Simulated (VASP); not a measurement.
# MnO (R-3m) in VASP: single point with LDA

Aim: the single point of MnO with LDA.

Everything below comes from runs of VASP 6.6.1. Logs are shortened: lines on timing, memory, paths and dates and some standing lists are left out, and cuts for length are marked.

## (1) The cell of the first run

Symmetry: R-3m, No. 166, trigonal system. Conventional cell: a = 3.109 Å, b = 3.109 Å, c = 7.092 Å, α = 90.00°, β = 90.00°, γ = 120.00°. Mn (site symmetry -3m) has 6 O at 2.15 Å within 2.8 Å. Within 2.8 Å of O (site symmetry -3m) lie 6 Mn at 2.15 Å.

## (2) Single point, LDA, collinear spin, antiferromagnetic start

Input file INCAR:

```
PREC = Accurate
ENCUT = 700
EDIFF = 1E-6
ISMEAR = 0
SIGMA = 0.1
LREAL = F
LASPH = T
NELM = 200
ALGO = Normal
ISIF = 2
LWAVE = F
LCHARG = F
ISPIN = 2
MAGMOM = 4.41 -4.41 0 0
LORBIT = 11
LMAXMIX = 4
GGA = CA
NBANDS = 33
GGA_COMPAT = F
```

Input file KPOINTS:

```
Automatic mesh
0
Gamma
  9 9 9
```

Input file POSCAR:

```
MnO
1.0
   -1.9967080108     -1.9967080108      4.1952031849
   -4.1952031849     -1.9967080108      1.9967080108
   -1.9967080108     -4.1952031849      1.9967080108
Mn O
2 2
Direct
    0.0000000000      0.0000000000      0.0000000000
    0.5000000000      0.5000000000      0.5000000000
    1.2500000000     -0.7500000000     -0.7500000000
    1.7500000000     -0.2500000000     -0.2500000000
```

Potentials or basis: VASP PAW LDA potentials, release 64 (Mn_sv, O).

Run with:

```bash
cat potpaw_LDA.64/Mn_sv/POTCAR potpaw_LDA.64/O/POTCAR > POTCAR
mpirun -np 1 vasp_std > vasp.out
```

OUTCAR:

```text
PREC = Accurate
   ENCUT = 700
   EDIFF = 1E-6
   ISMEAR = 0
   LREAL = F
   LASPH = T
   NELM = 200
   ISIF = 2
   ISPIN = 2
   LORBIT = 11
   GGA = CA

 ion  position               nearest neighbor table
   1  0.000  0.000  0.000-   4 2.15   4 2.15   4 2.15   3 2.15   3 2.15   3 2.15
   2  0.500  0.500  0.500-   3 2.15   3 2.15   3 2.15   4 2.15   4 2.15   4 2.15
   3  0.250  0.250  0.250-   1 2.15   1 2.15   1 2.15   2 2.15   2 2.15   2 2.15
   4  0.750  0.750  0.750-   2 2.15   2 2.15   2 2.15   1 2.15   1 2.15   1 2.15

  LATTYP: Found a trigonal (rhomboedric) cell.
 ALAT       =     5.0570164646
 COS(alpha) =     0.8109997851

  Lattice vectors:

 A1 = (  -1.9967080108,  -1.9967080108,   4.1952031849)
 A2 = (  -4.1952031849,  -1.9967080108,   1.9967080108)
 A3 = (  -1.9967080108,  -4.1952031849,   1.9967080108)

Analysis of symmetry for initial positions (statically):
=====================================================================
 Subroutine PRICEL returns following result:

  LATTYP: Found a trigonal (rhomboedric) cell.
 ALAT       =     2.9681718946
 COS(alpha) =     0.4513783571
[... 12 lines left out ...]
 Subroutine GETGRP returns: Found 12 space group operations
 (whereof 12 operations were pure point group operations)
 out of a pool of 12 trial point group operations.

The static configuration has the point symmetry D_3d.

Analysis of symmetry for dynamics (positions and initial velocities):
=====================================================================
 Subroutine PRICEL returns following result:

  LATTYP: Found a trigonal (rhomboedric) cell.
 ALAT       =     2.9681718946
 COS(alpha) =     0.4513783571
[... 12 lines left out ...]
 Subroutine GETGRP returns: Found 12 space group operations
 (whereof 12 operations were pure point group operations)
 out of a pool of 12 trial point group operations.

The dynamic configuration has the point symmetry D_3d.

Analysis of structural, dynamic, and magnetic symmetry:
=====================================================================
 Subroutine PRICEL returns following result:

  LATTYP: Found a trigonal (rhomboedric) cell.
 ALAT       =     2.9681718946
 COS(alpha) =     0.4513783571
[... 12 lines left out ...]
 Subroutine GETGRP returns: Found 12 space group operations
 (whereof 12 operations were pure point group operations)
 out of a pool of 12 trial point group operations.

The overall configuration has the point symmetry D_3d.

 Subroutine INISYM returns: Found 12 space group operations
 (whereof 12 operations are pure point group operations),
 and found     2 'primitive' translations

----------------------------------------------------------------------------------------

                                     Primitive cell

  volume of cell :      19.7894

  direct lattice vectors                    reciprocal lattice vectors
    -2.097601592  0.100893582  2.097601592    -0.233032668  0.221823914  0.233032668
    -2.097601592 -2.097601592 -0.100893582    -0.233032668 -0.233032668 -0.221823914
     0.100893582 -2.097601592  2.097601592     0.221823914 -0.233032668  0.233032668

  length of vectors
     2.968171895  2.968171895  2.968171895     0.397258477  0.397258477  0.397258477

  position of ions in fractional coordinates (direct lattice)
     0.000000000  0.000000000  0.000000000
     0.500000000  0.500000000  0.500000000

  ion indices of the primitive-cell ions
   primitive index   ion index
                 1           1
                 2           3

----------------------------------------------------------------------------------------

 KPOINTS: Automatic mesh

Automatic generation of k-mesh.
 Grid dimensions read from file:
 generate k-points for:    9    9    9

 Generating k-lattice:

  Cartesian coordinates                     Fractional coordinates (reciprocal lattice)
     0.012323551  0.012323551  0.038216069     0.111111111  0.000000000  0.000000000
    -0.038216069  0.012323551 -0.012323551     0.000000000  0.111111111  0.000000000
     0.012323551 -0.038216069 -0.012323551     0.000000000  0.000000000  0.111111111

  Length of vectors
     0.042002473  0.042002473  0.042002473

  Shift w.r.t. Gamma in fractional coordinates (k-lattice)
     0.000000000  0.000000000  0.000000000

 Subroutine IBZKPT returns following result:
 ===========================================

 Found     85 irreducible k-points:

 Following reciprocal coordinates:
            Coordinates               Weight
  0.000000  0.000000  0.000000      1.000000
  0.111111  0.000000  0.000000      6.000000
  0.222222  0.000000  0.000000      6.000000
  0.333333  0.000000  0.000000      6.000000
  0.444444  0.000000  0.000000      6.000000
  0.111111  0.111111  0.000000      6.000000
[... 16 lines left out ...]
 -0.333333  0.333333  0.000000      6.000000
  0.444444  0.444444  0.000000      6.000000
 [... further k-points ...]
   k-points           NKPTS =     85   k-points in BZ     NKDIM =     85   number of bands    NBANDS=     33
   number of dos      NEDOS =    301   number of ions     NIONS =      4
   total plane-waves  NPLWV = 110592
   dimension x,y,z NGX =    48 NGY =   48 NGZ =   48
   dimension x,y,z NGXF=    96 NGYF=   96 NGZF=   96
   ions per type =               2   2
   NGX,Y,Z   is equivalent  to a cutoff of  15.78, 15.78, 15.78 a.u.
   NGXF,Y,Z  is equivalent  to a cutoff of  31.56, 31.56, 31.56 a.u.
 SYSTEM =  unknown system
   PREC   = accura    normal or accurate (medium, high low for compatibility)
   ISTART =      0    job   : 0-new  1-cont  2-samecut
   ICHARG =      2    charge: 1-file 2-atom 10-const
   ISPIN  =      2    spin polarized calculation?
   LNONCOLLINEAR =      F non collinear calculations
   LSORBIT =      F    spin-orbit coupling
   LASPH  =      T    aspherical Exc in radial PAW
   ENCUT  =  700.0 eV  51.45 Ry    7.17 a.u.  10.91 10.91 10.91*2*pi/ulx,y,z
   NELM   =    200;   NELMIN=  2; NELMDL= -5     # of ELM steps
   EDIFF  = 0.1E-05   stopping-criterion for ELM
   LREAL  =      F    real-space projection
   EDIFFG = 0.1E-04   stopping-criterion for IOM
   NSW    =      0    number of steps for IOM
   IBRION =     -1    ionic relax: 0-MD 1-quasi-New 2-CG
   NFREE  =      0    steps in history (QN), initial steepest desc. (CG)
   ISIF   =      2    stress and relaxation
   ISYM   =      2    0-nonsym 1-usesym 2-fastsym
   POTIM  = 0.5000    time-step for ionic-motion
   TEBEG  =    0.0;   TEEND  =   0.0 temperature during run
   PSTRESS=    0.0 pullay stress
   NELECT =      42.0000    total number of electrons
   NUPDOWN=      -1.0000    fix difference up-down
   EMIN   =  10.00;   EMAX   =-10.00  energy-range for DOS
   EFERMI =   0.00;   METHOD = LEGACY
   ISMEAR =     0;   SIGMA  =   0.10  broadening in eV -4-tet -1-fermi 0-gaus
   EFERMI_NEDOS =   21; number of points for ismear=-14 and -15
   IALGO  =     38    algorithm
   IMIX   =      4    mixing-type and parameters
     AMIX     =   0.40;   BMIX     =  1.00
     AMIX_MAG =   1.60;   BMIX_MAG =  1.00
  volume/ion in A,a.u.               =       9.89        66.77
  Fermi-wavevector in a.u.,A,eV,Ry     =   1.669824  3.155510 37.937289  2.788312
  Thomas-Fermi vector in A             =   2.755429
   LORBIT       =     11    0 simple, 1 ext, 2 COOP (PROOUT), +10 PAW based schemes
   GGA     = CA    functional components
   LHFCALC =     F    Hartree Fock is set to
   AEXX    =    0.0000 exact exchange contribution
   IVDW    =     0    specifies the selected vdW correction
   LEPSILON=     F    determine dielectric tensor
   LRPA    =     F    only Hartree local field effects (RPA)
 spin polarized calculation
 Gauss-broadening in eV      SIGMA  =   0.10
  energy-cutoff  :      700.00
  volume of cell :       39.58
 maximum number of plane-waves:      1678
 NGX is ok and might be reduce to    48
   NGX = 21   NGY = 21   NGZ = 21

 number of electron      42.0000004 magnetization      -0.0000000

 number of electron      42.0000004 magnetization       0.0000000

 Free energy of the ion-electron system (eV)
  ---------------------------------------------------
  ext. energy  EPLUGINS =         0.00000000
  ---------------------------------------------------
  free energy    TOTEN  =       -35.75727750 eV

  energy without entropy =      -35.75727649  energy(sigma->0) =      -35.75727700

 E-fermi :  10.2237     XC(G=0): -13.0503

 val. band max:        9.9672171211   @ k =   0.4444   0.4444   0.4444
 cond. band min:      10.4883133222   @ k =   0.4444   0.0000   0.0000
 fundamental gap:      0.5210962011
 Fermi energy:        10.2237176056

 spin component 1

 k-point     1 :       0.0000    0.0000    0.0000
  band No.  band energies     occupation
      1     -70.1150      1.00000
      2     -65.8801      1.00000
      3     -39.4047      1.00000
      4     -39.3288      1.00000
      5     -39.3288      1.00000
      6     -35.2841      1.00000
[... 853 lines left out ...]
     32      23.3070      0.00000
     33      24.5447      0.00000

 [... further k-points ...]

 spin component 2

 k-point     1 :       0.0000    0.0000    0.0000
  band No.  band energies     occupation
      1     -70.1150      1.00000
      2     -65.8801      1.00000
      3     -39.4047      1.00000
      4     -39.3288      1.00000
      5     -39.3288      1.00000
      6     -35.2841      1.00000
[... 853 lines left out ...]
     32      23.3070      0.00000
     33      24.6389      0.00000

 [... further k-points ...]

------------------------ aborting loop because EDIFF is reached ----------------------------------------

  FORCE on cell =-STRESS in cart. coord.  units (eV):
  Direction    XX          YY          ZZ          XY          YZ          ZX
  --------------------------------------------------------------------------------------
  -------------------------------------------------------------------------------------
  Total       -0.3030978     -0.3030978     -0.3030978     -0.0202429      0.0202429      0.0202429
  in kB      -12.2696339    -12.2696339    -12.2696339     -0.8194485      0.8194485      0.8194485
  external PRESSURE =     -12.2696339 kB  Pullay stress =       0.0000000 kB

 VOLUME and BASIS-vectors are now :
 -----------------------------------------------------------------------------
  energy-cutoff  :      700.00
  volume of cell :       39.58
      direct lattice vectors                 reciprocal lattice vectors
    -1.996708011 -1.996708011  4.195203185     0.110911957  0.110911957  0.343944625
    -4.195203185 -1.996708011  1.996708011    -0.343944625  0.110911957 -0.110911957
    -1.996708011 -4.195203185  1.996708011     0.110911957 -0.343944625 -0.110911957

 POSITION                                       TOTAL-FORCE (eV/Angst)
 -----------------------------------------------------------------------------------
      0.00000      0.00000      0.00000        -0.000000     -0.000000     -0.000000
     -4.09431     -4.09431      4.09431         0.000000      0.000000      0.000000
     -2.04715     -2.04715      2.04715        -0.000000     -0.000000      0.000000
     -6.14146     -6.14146      6.14146        -0.000000      0.000000     -0.000000
 -----------------------------------------------------------------------------------
    total drift:                                0.000000      0.000000      0.000000

  FREE ENERGIE OF THE ION-ELECTRON SYSTEM (eV)
  ---------------------------------------------------
  free  energy   TOTEN  =       -35.7572775035 eV

  energy  without entropy=      -35.7572764937  energy(sigma->0) =      -35.75727700

 total charge

# of ion       s       p       d       tot
------------------------------------------
    1        2.126   6.024   4.724  12.874
    2        2.126   6.024   4.724  12.874
    3        1.549   3.434   0.000   4.982
    4        1.549   3.434   0.000   4.982
--------------------------------------------------
tot          7.349  18.915   9.449  35.713

 magnetization (x)

# of ion       s       p       d       tot
------------------------------------------
    1        0.008   0.009   3.950   3.967
    2       -0.008  -0.009  -3.950  -3.967
    3        0.000   0.000   0.000   0.000
    4        0.000   0.000   0.000   0.000
--------------------------------------------------
tot          0.000   0.000   0.000   0.000
```

Wall time 11 min (1 thread of Intel Xeon Platinum 8259CL at 2.50GHz (Skylake/Cascade Lake), shared host); peak memory 0.42 GiB.

Results:

- Free energy: -35.7573 eV
- Pressure: -1.2 GPa
- Band gap on the k mesh: 0.52 eV
- Net moment: 0.00 μB per cell
- Site moments: Mn +3.97, -3.97; O +0.00 μB
- Valence electrons inside the program's atomic spheres: Mn 12.87; O 4.98
